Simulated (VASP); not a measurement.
# Pb (P6_3/mmc) in VASP: notebook

The runs below take Pb through electric field gradients, with PBEsol.

Everything below comes from runs of VASP 6.6.1. Logs are shortened: lines on timing, memory, paths and dates and some standing lists are left out, and cuts for length are marked.

## Step 1: The cell of the first run

Symmetry: P6_3/mmc, No. 194, hexagonal system. The conventional cell has a = 3.480 Å, b = 3.480 Å, c = 5.590 Å, α = 90.00°, β = 90.00°, γ = 120.00°. Pb (site symmetry -6m2) has 12 Pb at 3.44 to 3.48 Å within 4.5 Å.

This isn't the form of Pb at room conditions, which is fcc.

## Step 2: Electric field gradients, PBEsol

INCAR

```
SYSTEM = Pb
PREC     = Accurate       ! precision mode
ENCUT    = 520            ! plane-wave cutoff, eV
EDIFF    = 1E-8           ! SCF threshold, eV
ISMEAR   = -1             ! smearing method
SIGMA    = 0.05           ! smearing width, eV
LREAL    = .False.        ! projectors in reciprocal space
LASPH    = .True.         ! aspherical terms in the spheres
NELM     = 100            ! most SCF steps
ALGO     = Normal         ! electronic algorithm
ISIF     = 2              ! what is computed and relaxed
LWAVE    = .False.        ! write WAVECAR
LCHARG   = .False.        ! write CHGCAR
GGA      = PS             ! functional
LEFG     = .True.       
NBANDS   = 21             ! bands
```

KPOINTS

```
regular mesh
0
Gamma
  12 12 7
  0 0 0
```

POSCAR

```
Pb
1.0
    3.4800006906      0.0000000000      0.0000000000
   -1.7400003453      3.0137690032      0.0000000000
    0.0000000000      0.0000000000      5.5900000000
Pb
2
Direct
    0.3333333333      0.6666666667      0.2500000000
    0.6666666667      0.3333333333      0.7500000000
```

Potentials or basis: VASP PAW PBE potentials, release 64 (Pb_d).

Run with:

```
> cat potpaw_PBE.64/Pb_d/POTCAR > POTCAR
> mpirun -np 1 vasp_std > vasp.out
```

OUTCAR:

```text
SYSTEM = Pb
   PREC = Accurate
   ENCUT = 520
   EDIFF = 1E-8
   ISMEAR = -1
   LREAL = .False.
   LASPH = .True.
   NELM = 100
   ISIF = 2
   GGA = PS

 ion  position               nearest neighbor table
   1  0.333  0.667  0.250-   2 3.44   2 3.44   2 3.44   2 3.44   2 3.44   2 3.44
   2  0.667  0.333  0.750-   1 3.44   1 3.44   1 3.44   1 3.44   1 3.44   1 3.44

  LATTYP: Found a hexagonal cell.
 ALAT       =     3.4800006906
 C/A-ratio  =     1.6063215203

  Lattice vectors:

 A1 = (   3.4800006906,   0.0000000000,   0.0000000000)
 A2 = (  -1.7400003453,   3.0137690032,   0.0000000000)
 A3 = (   0.0000000000,   0.0000000000,   5.5900000000)

Analysis of symmetry for initial positions (statically):
=====================================================================
 Subroutine PRICEL returns:
 Original cell was already a primitive cell.

 Routine SETGRP: Setting up the symmetry group for a
 hexagonal supercell.

 Subroutine GETGRP returns: Found 24 space group operations
 (whereof 12 operations were pure point group operations)
 out of a pool of 24 trial point group operations.

The static configuration has the point symmetry D_3d.
 The point group associated with its full space group is D_6h.

Analysis of symmetry for dynamics (positions and initial velocities):
=====================================================================
 Subroutine PRICEL returns:
 Original cell was already a primitive cell.

 Routine SETGRP: Setting up the symmetry group for a
 hexagonal supercell.

 Subroutine GETGRP returns: Found 24 space group operations
 (whereof 12 operations were pure point group operations)
 out of a pool of 24 trial point group operations.

The dynamic configuration has the point symmetry D_3d.
 The point group associated with its full space group is D_6h.

 Subroutine INISYM returns: Found 24 space group operations
 (whereof 12 operations are pure point group operations),
 and found     1 'primitive' translations

----------------------------------------------------------------------------------------

                                     Primitive cell

  volume of cell :      58.6275

  direct lattice vectors                    reciprocal lattice vectors
     3.480000691  0.000000000  0.000000000     0.287356265  0.165905217  0.000000000
[... 115 lines left out ...]
   LEPSILON=     F    determine dielectric tensor
   LRPA    =     F    only Hartree local field effects (RPA)
 non-spin polarized calculation
  energy-cutoff  :      520.00
  volume of cell :       58.63
 maximum number of plane-waves:      1617
 NGX is ok and might be reduce to    28
   NGX = 13   NGY = 13   NGZ = 21

 number of electron      28.0000005 magnetization

 Free energy of the ion-electron system (eV)
  ---------------------------------------------------
  ext. energy  EPLUGINS =         0.00000000
  ---------------------------------------------------
  free energy    TOTEN  =        -7.95979150 eV

  energy without entropy =       -7.94836540  energy(sigma->0) =       -7.95407845

 E-fermi :   7.4550     XC(G=0): -10.5067

 val. band max:        7.4513532572   @ k =   0.3333   0.0833   0.0000
 cond. band min:       7.4687299643   @ k =   0.4167   0.0833   0.1429
 fundamental gap:      0.0173767071
 Fermi energy:         7.4549940294

 k-point     1 :       0.0000    0.0000    0.0000
  band No.  band energies     occupation
      1      -9.5780      2.00000
      2      -9.5287      2.00000
      3      -9.5070      2.00000
      4      -9.5070      2.00000
      5      -9.4817      2.00000
      6      -9.4817      2.00000
[... 565 lines left out ...]
     20      15.7210      0.00000
     21      17.8940      0.00000

 [... further k-points ...]
[... 5 lines left out ...]
  --------------------------------------------------------------------------------------
  -------------------------------------------------------------------------------------
  Total        0.2805291      0.2805291      0.3400480      0.0000000      0.0000000     -0.0000000
  in kB        7.6663287      7.6663287      9.2928663      0.0000000      0.0000000     -0.0000000
  external PRESSURE =       8.2085079 kB  Pullay stress =       0.0000000 kB

 VOLUME and BASIS-vectors are now :
 -----------------------------------------------------------------------------
  energy-cutoff  :      520.00
  volume of cell :       58.63
      direct lattice vectors                 reciprocal lattice vectors
     3.480000691  0.000000000  0.000000000     0.287356265  0.165905217  0.000000000
    -1.740000345  3.013769003  0.000000000     0.000000000  0.331810434  0.000000000
     0.000000000  0.000000000  5.590000000     0.000000000  0.000000000  0.178890877

 POSITION                                       TOTAL-FORCE (eV/Angst)
 -----------------------------------------------------------------------------------
     -0.00000      2.00918      1.39750         0.000000     -0.000000      0.000000
      1.74000      1.00459      4.19250        -0.000000      0.000000      0.000000
 -----------------------------------------------------------------------------------
    total drift:                               -0.000000      0.000000      0.000000

  FREE ENERGIE OF THE ION-ELECTRON SYSTEM (eV)
  ---------------------------------------------------
  free  energy   TOTEN  =        -7.9597914973 eV

  energy  without entropy=       -7.9483654011  energy(sigma->0) =       -7.95407845

 Electric field gradients (V/A^2)
---------------------------------------------------------------------
 ion       V_xx      V_yy      V_zz      V_xy      V_xz      V_yz
---------------------------------------------------------------------
   1       4.260     4.260    -8.521    -0.000     0.000    -0.000
   2       4.260     4.260    -8.521    -0.000    -0.000     0.000
---------------------------------------------------------------------

 Electric field gradients after diagonalization (V/A^2)
 (convention: |V_zz| > |V_xx| > |V_yy|)
----------------------------------------------------------------------
 ion       V_xx      V_yy      V_zz     asymmetry (V_yy - V_xx)/ V_zz
----------------------------------------------------------------------
   1       4.260     4.260    -8.521       0.000
   2       4.260     4.260    -8.521       0.000
----------------------------------------------------------------------

           NMR quadrupolar parameters

 Cq : quadrupolar parameter    Cq=e*Q*V_zz/h
 eta: asymmetry parameters     (V_yy - V_xx)/ V_zz
 Q  : nuclear electric quadrupole moment in mb (millibarn)
----------------------------------------------------------------------
 ion       Cq(MHz)       eta       Q (mb)
----------------------------------------------------------------------
   1      -0.021       0.000       1.000
   2      -0.021       0.000       1.000
----------------------------------------------------------------------
```

stdout:

```text
POSCAR found type information on POSCAR Pb
 POSCAR found :  1 types and       2 ions
 scaLAPACK will be used
 -----------------------------------------------------------------------------
|                                                                             |
|                                                                             |
|     You enforced a specific xc type in the INCAR file but a different       |
|     I HOPE YOU KNOW WHAT YOU ARE DOING!                                     |
|                                                                             |
 -----------------------------------------------------------------------------

 LDA part: xc-table for (Slater+PW92), standard interpolation
 POSCAR, INCAR and KPOINTS ok, starting setup
 FFT: planning ... GRIDC
 FFT: planning ... GRID_SOFT
 FFT: planning ... GRID
 WAVECAR not read
 entering main loop
ion   1

ion   2
```

It took 2.3 min on 1 thread of Intel Xeon 8259CL, shared host; peak memory 0.22 GiB.

What came out:

```yaml
Free_energy: -7.9598 eV
Pressure: 0.8 GPa
Band_gap_on_the_k_mesh: zero (bands 14 and 15 overlap by 7.72 eV)
Largest_electric_field_gradient_by_atom: Pb -8.5 V/Å²
```

Levels at points of the mesh, in eV from the Fermi level:
```csv
k point,band 10,band 11,band 12,band 13,band 14,band 15,band 16,band 17,band 18,band 19
"(0.00, 0.00, 0.00)",-16.70,-11.98,-7.99,-4.32,5.58,5.58,7.49,7.49,8.16,8.78
"(0.50, 0.00, 0.00)",-16.67,-8.41,-7.16,-2.90,-1.41,-0.54,1.78,1.97,5.80,6.17
```

Electric field gradients, principal values (V/Å²):
```tsv
atom	least	middle	greatest (by size)
1 Pb	4.260	4.260	-8.521
2 Pb	4.260	4.260	-8.521
```

Caveat: without QUAD_EFG the Cq values of the log hold for a quadrupole moment of 1 mb, not for the nuclei; the PAW data sets were made with another functional, which shifts forces and pressure a little; spin-orbit coupling is left out, which moves the levels of the heavy elements.

## Step 3: Electric field gradients, PBEsol (29.61 Å³/atom)

This run uses another cell than the first one, of 29.61 Å³/atom.

INCAR

```
PREC = Accurate
ENCUT = 520
EDIFF = 1E-8
ISMEAR = -1
SIGMA = 0.05
LREAL = False
LASPH = True
NELM = 60
ALGO = Normal
ISIF = 2
LWAVE = False
LCHARG = False
GGA = PS
LEFG = True
NBANDS = 21
```

KPOINTS

```
Automatic mesh
0
Gamma
  12 12 7
```

POSCAR

```
Pb
1.0
    3.4915622396      0.0000000000      0.0000000000
   -1.7457811198      3.0237815984      0.0000000000
    0.0000000000      0.0000000000      5.6085715650
Pb
2
Direct
    0.3333333333      0.6666666667      0.2500000000
    0.6666666667      0.3333333333      0.7500000000
```

Potentials or basis: VASP PAW PBE potentials, release 64 (Pb_d).

Run with:

```
> cat potpaw_PBE.64/Pb_d/POTCAR > POTCAR
> mpirun -np 1 vasp_std > vasp.out
```

OUTCAR:

```text
PREC = Accurate
   ENCUT = 520
   EDIFF = 1E-8
   ISMEAR = -1
   LREAL = False
   LASPH = True
   NELM = 60
   ISIF = 2
   GGA = PS

 ion  position               nearest neighbor table
   1  0.333  0.667  0.250-   2 3.45   2 3.45   2 3.45   2 3.45   2 3.45   2 3.45
   2  0.667  0.333  0.750-   1 3.45   1 3.45   1 3.45   1 3.45   1 3.45   1 3.45

  LATTYP: Found a hexagonal cell.
 ALAT       =     3.4915622396
 C/A-ratio  =     1.6063215203

  Lattice vectors:

 A1 = (   3.4915622396,   0.0000000000,   0.0000000000)
 A2 = (  -1.7457811198,   3.0237815984,   0.0000000000)
 A3 = (   0.0000000000,   0.0000000000,   5.6085715650)

Analysis of symmetry for initial positions (statically):
=====================================================================
 Subroutine PRICEL returns:
 Original cell was already a primitive cell.

 Routine SETGRP: Setting up the symmetry group for a
[... 767 lines left out ...]
  energy-cutoff  :      520.00
  volume of cell :       59.21
      direct lattice vectors                 reciprocal lattice vectors
     3.491562240  0.000000000  0.000000000     0.286404747  0.165355858  0.000000000
    -1.745781120  3.023781598  0.000000000     0.000000000  0.330711716  0.000000000
     0.000000000  0.000000000  5.608571565     0.000000000  0.000000000  0.178298518

 POSITION                                       TOTAL-FORCE (eV/Angst)
 -----------------------------------------------------------------------------------
     -0.00000      2.01585      1.40214        -0.000000     -0.000000      0.000000
      1.74578      1.00793      4.20643         0.000000      0.000000      0.000000
 -----------------------------------------------------------------------------------
    total drift:                                0.000000     -0.000000      0.000000

  FREE ENERGIE OF THE ION-ELECTRON SYSTEM (eV)
  ---------------------------------------------------
  free  energy   TOTEN  =        -7.9622218387 eV

  energy  without entropy=       -7.9504976576  energy(sigma->0) =       -7.95635975

 Electric field gradients (V/A^2)
---------------------------------------------------------------------
 ion       V_xx      V_yy      V_zz      V_xy      V_xz      V_yz
---------------------------------------------------------------------
   1       5.179     5.179   -10.358     0.000     0.000    -0.000
   2       5.179     5.179   -10.358     0.000    -0.000     0.000
---------------------------------------------------------------------

 Electric field gradients after diagonalization (V/A^2)
 (convention: |V_zz| > |V_xx| > |V_yy|)
----------------------------------------------------------------------
 ion       V_xx      V_yy      V_zz     asymmetry (V_yy - V_xx)/ V_zz
----------------------------------------------------------------------
   1       5.179     5.179   -10.358       0.000
   2       5.179     5.179   -10.358       0.000
----------------------------------------------------------------------

           NMR quadrupolar parameters

 Cq : quadrupolar parameter    Cq=e*Q*V_zz/h
 eta: asymmetry parameters     (V_yy - V_xx)/ V_zz
 Q  : nuclear electric quadrupole moment in mb (millibarn)
----------------------------------------------------------------------
 ion       Cq(MHz)       eta       Q (mb)
----------------------------------------------------------------------
   1      -0.025       0.000       1.000
   2      -0.025       0.000       1.000
----------------------------------------------------------------------
```

OSZICAR:

```text
N       E                     dE             d eps       ncg     rms          rms(c)
DAV:   1     0.292593119320E+03    0.29259E+03   -0.14284E+04  3205   0.163E+03
DAV:   2     0.131065633771E+02   -0.27949E+03   -0.27286E+03  3212   0.406E+02
DAV:   3    -0.734291218037E+01   -0.20449E+02   -0.20237E+02  3923   0.137E+02
DAV:   4    -0.796829043588E+01   -0.62538E+00   -0.62504E+00  3854   0.268E+01
DAV:   5    -0.799931848449E+01   -0.31028E-01   -0.31027E-01  4425   0.546E+00    0.858E-01
DAV:   6    -0.797010392075E+01    0.29215E-01   -0.50900E-02  4320   0.310E+00    0.403E-01
DAV:   7    -0.796271623793E+01    0.73877E-02   -0.18649E-02  4445   0.181E+00    0.132E-01
DAV:   8    -0.796222652488E+01    0.48971E-03   -0.10872E-03  4325   0.465E-01    0.148E-02
DAV:   9    -0.796222150965E+01    0.50152E-05   -0.43972E-05  4453   0.101E-01    0.641E-03
DAV:  10    -0.796222176338E+01   -0.25373E-06   -0.31098E-06  4597   0.212E-02    0.850E-04
DAV:  11    -0.796222184632E+01   -0.82943E-07   -0.18629E-07  4467   0.555E-03    0.184E-04
DAV:  12    -0.796222183403E+01    0.12297E-07   -0.86497E-09  2462   0.154E-03    0.401E-05
DAV:  13    -0.796222183873E+01   -0.47044E-08   -0.14840E-09  2291   0.565E-04
   1 F= -.79622218E+01 E0= -.79563597E+01  d E =-.117242E-01
```

Wall time 2.5 min (1 thread of Intel Xeon 8259CL, shared host); peak memory 0.22 GiB.

What came out:

```
Free energy                             : -7.9622 eV
Pressure                                : 0.3 GPa
Band gap on the k mesh                  : zero (bands 14 and 15 overlap by 7.64 eV)
Largest electric field gradient by atom : Pb -10.4 V/Å²
```

Stress tensor (GPa, compression positive):
```
0.23 0.00 0.00
0.00 0.23 0.00
0.00 0.00 0.53
```

Electric field gradients, principal values (V/Å²):
```
atom  least  middle  greatest (by size)
1 Pb  5.179   5.179             -10.358
2 Pb  5.179   5.179             -10.358
```

Caveat: without QUAD_EFG the Cq values of the log hold for a quadrupole moment of 1 mb, not for the nuclei; the PAW data sets were made with another functional, which shifts forces and pressure a little; spin-orbit coupling is left out, which moves the levels of the heavy elements.
